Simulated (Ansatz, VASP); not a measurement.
SrO: VASP beside Ansatz

```
Sr O
1.0
     0.00000    2.59727    2.59727
     2.59727    0.00000    2.59727
     2.59727    2.59727    0.00000
Sr O
1 1
Direct
  0.00000 0.00000 0.00000
  0.50000 0.50000 0.50000
```

Alike in both runs: task single point; functional PBE; k mesh 8 × 8 × 8; no spin polarisation.

```csv
,VASP,Ansatz
version,VASP 6.6.1,Ansatz 0.2.0
potentials or method,"VASP PAW PBE potentials, release 64 (Sr_sv, O)","plane waves, PAW"
plane-wave cutoff (eV),520,420
occupations,"gaussian, width 0.01 eV",fixed
valence electrons in the cell,16,16
```

VASP gave:

* gap on the k mesh at the Fermi level (eV): 3.28
* pressure (GPa): 0.5

**Question.** What did Ansatz give for the same quantities?

**Answer.** gap on the k mesh at the Fermi level (eV): 3.33; pressure (GPa): 0.0.
